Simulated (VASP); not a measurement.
Write the native input for VASP 6.6.1 that does the following.

```yaml
Task: single point
Functional: PBE
Potentials_or_basis: VASP PAW PBE potentials, release 64 (As, Sb, In_d)
Cutoff: 520 eV
k_mesh: 6 × 6 × 2
Occupations: fermi-dirac, width 0.02 eV
Spin: no spin polarisation
Dipole_correction: no
Further_INCAR_settings: ALGO = Normal; EDIFF = 1e-06; NBANDS = 36
```

The structure of In3Sb2As lies in POSCAR:

```
In3Sb2As
1.0
    4.5360799735      0.0000000000      0.0000000000
   -2.2680399867      3.9283604906      0.0000000000
    0.0000000000      0.0000000000     11.1050713242
As Sb In
1 2 3
Direct
    0.0000000000      0.0000000000      0.0008759169
    0.3333333333      0.6666666667      0.3267571204
    0.6666666667      0.3333333333      0.6718153136
    0.3333333333      0.6666666667      0.0707062933
    0.6666666667      0.3333333333      0.4173096213
    0.0000000000      0.0000000000      0.7625357344
```

The input as run:

INCAR

```
PREC     = Accurate       # precision mode
ENCUT    = 520            # plane-wave cutoff, eV
EDIFF    = 1E-6           # SCF threshold, eV
ISMEAR   = -1             # smearing method
SIGMA    = 0.02           # smearing width, eV
LREAL    = F              # projectors in reciprocal space
LASPH    = T              # aspherical terms in the spheres
NELM     = 80             # most SCF steps
ALGO     = Normal         # electronic algorithm
ISIF     = 2              # what is computed and relaxed
LWAVE    = F              # write WAVECAR
LCHARG   = T              # write CHGCAR
GGA      = PE             # functional
LELF     = T              # ELF
LVHAR    = T            
NBANDS   = 36             # bands
```

KPOINTS

```
regular mesh
0
Gamma
  6 6 2
```

Potentials or basis: VASP PAW PBE potentials, release 64 (As, Sb, In_d).

Launch:

```bash
$ cat potpaw_PBE.64/As/POTCAR potpaw_PBE.64/Sb/POTCAR potpaw_PBE.64/In_d/POTCAR > POTCAR
$ mpirun -np 1 vasp_std > vasp.out
```

It gave:

```yaml
Pressure: 1.6 GPa
Largest_force: 0.051 eV/Å
Band_gap_on_the_k_mesh: zero (filled and empty bands touch)
```

Caveat: semilocal functionals underestimate gaps, and a narrow one can read as zero; spin-orbit coupling is left out, which moves the levels of the heavy elements.

It took 48 s on 1 thread of Intel(R) Xeon(R) 6975P-C (Granite Rapids) (shared host), peak memory 0.36 GiB.
